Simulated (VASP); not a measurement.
Write the native input for VASP 6.6.1 that does the following.

```
Task                   : single point
Functional             : LDA
Potentials or basis    : VASP PAW LDA potentials, release 64 (C, O)
Cutoff                 : 520 eV
k mesh                 : 7 × 7 × 7
Occupations            : fermi-dirac, width 0.05 eV
Spin                   : no spin polarisation
Dipole correction      : no
Further INCAR settings : ALGO = Normal; EDIFF = 1e-06; NBANDS = 25
```

The structure of CO2 lies in POSCAR:

```
CO2
1.0
   -1.9942800241      1.9942800241      3.0439020993
    1.9942800241     -1.9942800241      3.0439020993
    1.9942800241      1.9942800241     -3.0439020993
C O
2 4
Direct
    0.7500000000      0.2500000000      0.5000000000
    0.0000000000      0.0000000000      0.0000000000
    0.7097980000      0.1250000000      0.0847980000
    0.0402020000      0.6250000000      0.9152020000
    0.3750000000      0.2902020000      0.4152020000
    0.8750000000      0.9597980000      0.5847980000
```

One way to write it, as run:

INCAR

```
SYSTEM = CO2
  PREC = Accurate
  ENCUT = 520
  EDIFF = 1E-6
  ISMEAR = -1
  SIGMA = 0.05
  LREAL = .False.
  LASPH = .True.
  NELM = 80
  ALGO = Normal
  ISIF = 2
  LWAVE = .False.
  LCHARG = .True.
  GGA = CA
  LELF = .True.
  LVHAR = .True.
  NBANDS = 25
```

KPOINTS

```
Automatic mesh
0
Gamma
  7 7 7
  0 0 0
```

Potentials or basis: VASP PAW LDA potentials, release 64 (C, O).

The run is started by

```bash
$ cat potpaw_LDA.64/C/POTCAR potpaw_LDA.64/O/POTCAR > POTCAR
$ mpirun -np 1 vasp_std > vasp.out
```

Results of the run:

- Pressure: -18.5 GPa
- Largest force: 0.802 eV/Å
- Band gap on the k mesh: 7.27 eV, indirect (least direct gap 7.72 eV)

It took 71 s on 1 thread of AMD EPYC 7R13 (shared host), peak memory 0.14 GiB.
